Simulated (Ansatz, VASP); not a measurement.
## Ti2C5 in VASP and in Ansatz

```
Ti C
1.0
     2.63579    0.00194   -0.01096
    -0.00326    4.33849   -0.04005
    -1.29227   -1.04956    6.18292
Ti C
2 5
Direct
  0.58145 0.79870 0.66277
  0.41855 0.20130 0.33723
  0.24359 0.91238 0.98718
  0.25051 0.57864 0.00103
  0.75641 0.08762 0.01282
  0.74949 0.42136 0.99897
  0.00000 0.00000 0.50000
```

Alike in both runs: functional PBE; k mesh 12 × 8 × 6; occupations gaussian, width 0.1 eV; no spin polarisation.

Ansatz relaxed the structure, and its values are those at the end. VASP's run is a single point on that final structure, the one shown.

```csv
,VASP,Ansatz
version,VASP 6.6.1,Ansatz 0.2.0
potentials or method,"VASP PAW PBE potentials, release 64 (Ti_sv, C), cutoff 600 eV","scalar-relativistic, plane waves, PAW"
valence electrons in the cell,44,44
```

VASP gave:

* gap on the k mesh at the Fermi level (eV): none
* pressure (GPa): 0.0
* rms of the force components (eV/Å): 0.009

Task: Estimate Ansatz's values.

Result: gap on the k mesh at the Fermi level (eV): none; pressure (GPa): 0.0; rms of the force components (eV/Å): 0.001.

A gap of «none» marks a metal or a gap that the smearing closes.
